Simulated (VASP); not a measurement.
# SrTiO3 (P4/mmm) in VASP: notebook

The runs below take SrTiO3 through single point, with PBEsol.

All numbers are computed with VASP 6.6.1; they aren't measurements. Logs are shortened: lines on timing, memory, paths and dates and some standing lists are left out, and cuts for length are marked.

## (1) The cell of the first run

Symmetry: P4/mmm, No. 123, tetragonal system. Conventional cell: a = 3.944 Å, b = 3.944 Å, c = 3.905 Å, α = 90.00°, β = 90.00°, γ = 90.00°. Sr (site symmetry 4/mmm) has 12 O at 2.78 to 2.79 Å and 8 Ti at 3.40 Å within 3.7 Å. Ti (site symmetry 4/mmm) has 6 O at 1.95 to 1.97 Å within 2.6 Å. Within 2.6 Å of O (site symmetry mmm) lie 2 Ti at 1.97 Å. O (site symmetry 4/mmm) has 2 Ti at 1.95 Å within 2.6 Å.

## (2) Single point, PBEsol (equal xx and yy strain of +1 %)

INCAR

```
PREC = Accurate ; ENCUT = 520
EDIFF = 1E-7 ; ISMEAR = -1
SIGMA = 0.05 ; LREAL = False
LASPH = True ; NELM = 60
ALGO = Normal ; ISIF = 2
LWAVE = False ; LCHARG = False
GGA = PS ; NBANDS = 28
```

KPOINTS

```
regular mesh
0
Gamma
  7 7 7
```

POSCAR

```
SrTiO3
1.0
    3.9440500000      0.0000000000      0.0000000000
    0.0000000000      3.9440500000      0.0000000000
    0.0000000000      0.0000000000      3.9050000000
Sr Ti O
1 1 3
Direct
    0.0000000000      0.0000000000      0.0000000000
    0.5000000000      0.5000000000      0.5000000000
    0.0000000000      0.5000000000      0.5000000000
    0.5000000000      0.0000000000      0.5000000000
    0.5000000000      0.5000000000      0.0000000000
```

Potentials or basis: VASP PAW PBE potentials, release 64 (Sr_sv, Ti_sv, O).

Run with:

```
$ cat potpaw_PBE.64/Sr_sv/POTCAR potpaw_PBE.64/Ti_sv/POTCAR potpaw_PBE.64/O/POTCAR > POTCAR
$ mpirun -np 1 vasp_std > vasp.out
```

OUTCAR:

```text
PREC = Accurate
   ENCUT = 520
   EDIFF = 1E-7
   ISMEAR = -1
   LREAL = False
   LASPH = True
   NELM = 60
   ISIF = 2
   GGA = PS

 ion  position               nearest neighbor table
   1  0.000  0.000  0.000-   3 2.78   4 2.78   3 2.78   4 2.78   3 2.78   3 2.78   4 2.78   4 2.78
                             5 2.79   5 2.79   5 2.79   5 2.79   2 3.40   2 3.40   2 3.40   2 3.40
   2  0.500  0.500  0.500-   5 1.95   5 1.95   3 1.97   4 1.97   4 1.97   3 1.97   1 3.40   1 3.40
                             1 3.40   1 3.40   1 3.40   1 3.40   1 3.40   1 3.40
   3  0.000  0.500  0.500-   2 1.97   2 1.97   1 2.78   1 2.78   1 2.78   1 2.78
   4  0.500  0.000  0.500-   2 1.97   2 1.97   1 2.78   1 2.78   1 2.78   1 2.78
   5  0.500  0.500  0.000-   2 1.95   2 1.95   1 2.79   1 2.79   1 2.79   1 2.79

  LATTYP: Found a simple tetragonal cell.
 ALAT       =     3.9440500000
 C/A-ratio  =     0.9900990099

  Lattice vectors:

 A1 = (   3.9440500000,   0.0000000000,   0.0000000000)
 A2 = (   0.0000000000,   3.9440500000,   0.0000000000)
 A3 = (   0.0000000000,   0.0000000000,   3.9050000000)

Analysis of symmetry for initial positions (statically):
=====================================================================
 Subroutine PRICEL returns:
 Original cell was already a primitive cell.

 Routine SETGRP: Setting up the symmetry group for a
 simple tetragonal supercell.

 Subroutine GETGRP returns: Found 16 space group operations
 (whereof 16 operations were pure point group operations)
 out of a pool of 16 trial point group operations.

The static configuration has the point symmetry D_4h.

Analysis of symmetry for dynamics (positions and initial velocities):
=====================================================================
 Subroutine PRICEL returns:
 Original cell was already a primitive cell.

 Routine SETGRP: Setting up the symmetry group for a
 simple tetragonal supercell.

 Subroutine GETGRP returns: Found 16 space group operations
 (whereof 16 operations were pure point group operations)
 out of a pool of 16 trial point group operations.

The dynamic configuration has the point symmetry D_4h.

 Subroutine INISYM returns: Found 16 space group operations
 (whereof 16 operations are pure point group operations),
 and found     1 'primitive' translations

----------------------------------------------------------------------------------------

                                     Primitive cell

[... 91 lines left out ...]
   LNONCOLLINEAR =      F non collinear calculations
   LSORBIT =      F    spin-orbit coupling
   LASPH  =      T    aspherical Exc in radial PAW
   ENCUT  =  520.0 eV  38.22 Ry    6.18 a.u.   7.33  7.33  7.26*2*pi/ulx,y,z
   NELM   =     60;   NELMIN=  2; NELMDL= -5     # of ELM steps
   EDIFF  = 0.1E-06   stopping-criterion for ELM
   LREAL  =      F    real-space projection
   EDIFFG = 0.1E-05   stopping-criterion for IOM
   NSW    =      0    number of steps for IOM
   IBRION =     -1    ionic relax: 0-MD 1-quasi-New 2-CG
   NFREE  =      0    steps in history (QN), initial steepest desc. (CG)
   ISIF   =      2    stress and relaxation
   ISYM   =      2    0-nonsym 1-usesym 2-fastsym
   POTIM  = 0.5000    time-step for ionic-motion
   TEBEG  =    0.0;   TEEND  =   0.0 temperature during run
   PSTRESS=    0.0 pullay stress
   NELECT =      40.0000    total number of electrons
   NUPDOWN=      -1.0000    fix difference up-down
   EMIN   =  10.00;   EMAX   =-10.00  energy-range for DOS
   EFERMI =   0.00;   METHOD = LEGACY
   ISMEAR =    -1;   SIGMA  =   0.05  broadening in eV -4-tet -1-fermi 0-gaus
   EFERMI_NEDOS =   21; number of points for ismear=-14 and -15
   IALGO  =     38    algorithm
   IMIX   =      4    mixing-type and parameters
     AMIX     =   0.40;   BMIX     =  1.00
     AMIX_MAG =   1.60;   BMIX_MAG =  1.00
  volume/ion in A,a.u.               =      12.15        81.98
  Fermi-wavevector in a.u.,A,eV,Ry     =   1.424272  2.691483 27.600100  2.028550
  Thomas-Fermi vector in A             =   2.544781
   LORBIT       =      0    0 simple, 1 ext, 2 COOP (PROOUT), +10 PAW based schemes
   GGA     = PS    functional components
   LHFCALC =     F    Hartree Fock is set to
   AEXX    =    0.0000 exact exchange contribution
   IVDW    =     0    specifies the selected vdW correction
   LEPSILON=     F    determine dielectric tensor
   LRPA    =     F    only Hartree local field effects (RPA)
 non-spin polarized calculation
  energy-cutoff  :      520.00
  volume of cell :       60.74
 maximum number of plane-waves:      1667
 NGX is ok and might be reduce to    30
   NGX = 15   NGY = 15   NGZ = 15

 number of electron      39.9999993 magnetization

 Free energy of the ion-electron system (eV)
  ---------------------------------------------------
  ext. energy  EPLUGINS =         0.00000000
  ---------------------------------------------------
  free energy    TOTEN  =       -41.99141447 eV

  energy without entropy =      -41.99141446  energy(sigma->0) =      -41.99141446

 E-fermi :   4.7445     XC(G=0): -11.4340

 val. band max:        3.8004997577   @ k =   0.4286   0.4286   0.4286
 cond. band min:       5.6190558487   @ k =   0.0000   0.0000   0.0000
 fundamental gap:      1.8185560910
 Fermi energy:         4.7444903945

 k-point     1 :       0.0000    0.0000    0.0000
  band No.  band energies     occupation
      1     -52.4183      2.00000
      2     -28.8417      2.00000
      3     -28.7722      2.00000
      4     -28.7640      2.00000
      5     -28.7640      2.00000
      6     -13.4248      2.00000
[... 733 lines left out ...]
     27      12.0425      0.00000
     28      12.2425      0.00000

 [... further k-points ...]
[... 5 lines left out ...]
  --------------------------------------------------------------------------------------
  -------------------------------------------------------------------------------------
  Total       -2.0481565     -2.0481565     -1.2163301      0.0000000      0.0000000      0.0000000
  in kB      -54.0216514    -54.0216514    -32.0816117      0.0000000      0.0000000      0.0000000
  external PRESSURE =     -46.7083048 kB  Pullay stress =       0.0000000 kB

 VOLUME and BASIS-vectors are now :
 -----------------------------------------------------------------------------
  energy-cutoff  :      520.00
  volume of cell :       60.74
      direct lattice vectors                 reciprocal lattice vectors
     3.944050000  0.000000000  0.000000000     0.253546481  0.000000000  0.000000000
     0.000000000  3.944050000  0.000000000     0.000000000  0.253546481  0.000000000
     0.000000000  0.000000000  3.905000000     0.000000000  0.000000000  0.256081946

 POSITION                                       TOTAL-FORCE (eV/Angst)
 -----------------------------------------------------------------------------------
      0.00000      0.00000      0.00000         0.000000      0.000000      0.000000
      1.97202      1.97202      1.95250         0.000000      0.000000      0.000000
      0.00000      1.97202      1.95250         0.000000      0.000000      0.000000
      1.97202      0.00000      1.95250         0.000000      0.000000      0.000000
      1.97202      1.97202      0.00000         0.000000      0.000000      0.000000
 -----------------------------------------------------------------------------------
    total drift:                                0.000000      0.000000     -0.000000

  FREE ENERGIE OF THE ION-ELECTRON SYSTEM (eV)
  ---------------------------------------------------
  free  energy   TOTEN  =       -41.9914144652 eV

  energy  without entropy=      -41.9914144635  energy(sigma->0) =      -41.99141446
```

stdout:

```text
POSCAR found type information on POSCAR SrTiO
 POSCAR found :  3 types and       5 ions
 scaLAPACK will be used
 -----------------------------------------------------------------------------
|                                                                             |
|                                                                             |
|     You enforced a specific xc type in the INCAR file but a different       |
|     I HOPE YOU KNOW WHAT YOU ARE DOING!                                     |
|                                                                             |
 -----------------------------------------------------------------------------

 LDA part: xc-table for (Slater+PW92), standard interpolation
 POSCAR, INCAR and KPOINTS ok, starting setup
 FFT: planning ... GRIDC
 FFT: planning ... GRID_SOFT
 FFT: planning ... GRID
 WAVECAR not read
 entering main loop
```

Wall time 2.9 min (1 thread of Intel Xeon 8259CL, shared host); peak memory 0.22 GiB.

Results:

* Free energy: -41.9914 eV
* Pressure: -4.7 GPa
* Band gap on the k mesh: 1.82 eV (least direct gap 2.12 eV)

Stress tensor (GPa, compression positive):
```
-5.40  0.00  0.00
 0.00 -5.40  0.00
 0.00  0.00 -3.21
```

Caveat: the cell differs from its parent crystal (equal xx and yy strain of +1 %); the cell stands under tension; the PAW data sets were made with another functional, which shifts forces and pressure a little. A k mesh can miss the band edges.

(Part 1 of 2 ends here.)
